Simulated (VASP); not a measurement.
# Hf: single point with PBE

Crystal: Hf.

```xyz
1
Lattice="2.9174 0.0000 0.0000 0.0000 2.9174 0.0000 0.0000 0.0000 2.9174" Properties=species:S:1:pos:R:3 pbc="T T T"
Hf    0.0000    0.0000    0.0000
```

```yaml
Program: VASP 6.6.1
Task: single point
Functional: PBE
Potentials_or_basis: VASP PAW PBE potentials, release 64 (Hf_pv)
Cutoff: 520 eV
k_mesh: 6 × 6 × 6
Occupations: fermi-dirac, width 0.1 eV
Spin: no spin polarisation
Dipole_correction: no
Further_INCAR_settings: ALGO = Normal; EDIFF = 1e-06; NBANDS = 11
```

The pressure is 0.1 GPa and the band gap on the k mesh is zero (band 5 reaches 4.53 eV, above the bottom of band 6 at 2.38 eV).

Levels at points of the mesh, in eV from the Fermi level:
```
           k point  band 3  band 4  band 5  band 6  band 7  band 8
(0.00, 0.00, 0.00)  -30.00   -6.47   -1.41   -1.41    6.43    6.43
(0.50, 0.00, 0.00)  -29.92   -3.14   -0.51   -0.09    3.05    3.05
(0.50, 0.50, 0.00)  -29.84   -2.81   -0.63    3.77    3.77    4.40
(0.50, 0.50, 0.50)  -30.67   -1.26   -1.26   -1.26    6.91    8.88
```

Run time: 2.2 s on 1 thread of Intel(R) Xeon(R) 6975P-C (Granite Rapids), on a shared host, peak memory 0.13 GiB.

Caveat: spin-orbit coupling is left out, which moves the levels of the heavy elements.
